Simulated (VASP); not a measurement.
A run of VASP 6.6.1 is set up as follows.

The input POSCAR:

```
MgO
1.0
    3.6904998550     -0.0039340921     -0.1932041739
    0.0039340921     -4.6843152886      0.0096584464
    0.1932041739      0.0096584464     -3.9273798569
Mg O
4 4
Direct
    0.0187625409     -0.0078249124     -0.0388519878
    0.4677355697      0.4997549658      0.0171729159
    0.5312957133     -0.0319432203      0.5254182764
   -0.0122438051      0.5108769986      0.4968465582
    0.4751746355      0.0330779850     -0.0207583686
    0.0078790434      0.5134807600     -0.0135196168
    0.0342601739     -0.0342048150      0.5588160462
    0.4771361283      0.5167822383      0.4748761765
```

Contents of INCAR.step1:

```
SYSTEM = MgO
PREC = Accurate
ENCUT = 520
ISMEAR = 0
SIGMA = 0.05
LREAL = .FALSE.
LASPH = .TRUE.
NELM = 100
NBANDS = 26
GGA = PE
ALGO = Normal
EDIFF = 1E-4
LWAVE = .TRUE.
LCHARG = .FALSE.
```

INCAR.step2

```
SYSTEM = MgO
PREC = Accurate
ENCUT = 520
EDIFF = 1E-6
ISMEAR = 0
SIGMA = 0.05
LREAL = .FALSE.
LASPH = .TRUE.
NELM = 100
ALGO = Normal
ISIF = 2
LWAVE = .FALSE.
LCHARG = .FALSE.
METAGGA = R2SCAN
LMIXTAU = .TRUE.
NBANDS = 26
ISTART = 1
```

File KPOINTS:

```
regular mesh
0
G
  6 6 6
  0 0 0
```

Potentials or basis: VASP PAW PBE potentials, release 64 (Mg, O).

Command:

```console
$ cat potpaw_PBE.64/Mg/POTCAR potpaw_PBE.64/O/POTCAR > POTCAR
$ cp INCAR.step1 INCAR
$ mpirun -np 1 vasp_std > vasp.out
$ cp INCAR.step2 INCAR
$ mpirun -np 1 vasp_std > vasp.out
```

Question: Estimate the largest force.

Answer: 11.484 eV/Å.

Question: What does it give for the pressure?

Answer: 56.2 GPa.

Question: What does it give for the band gap on the k mesh?

Answer: 5.25 eV.

Stress tensor (GPa, compression positive):
```
88.57  0.80 18.42
 0.80  0.01  4.75
18.42  4.75 79.92
```

Caveat: the cell differs from its parent crystal (atoms moved at random and the cell strained at random); the cell stands under pressure; the PAW data sets were made with another functional, which shifts forces and pressure a little.
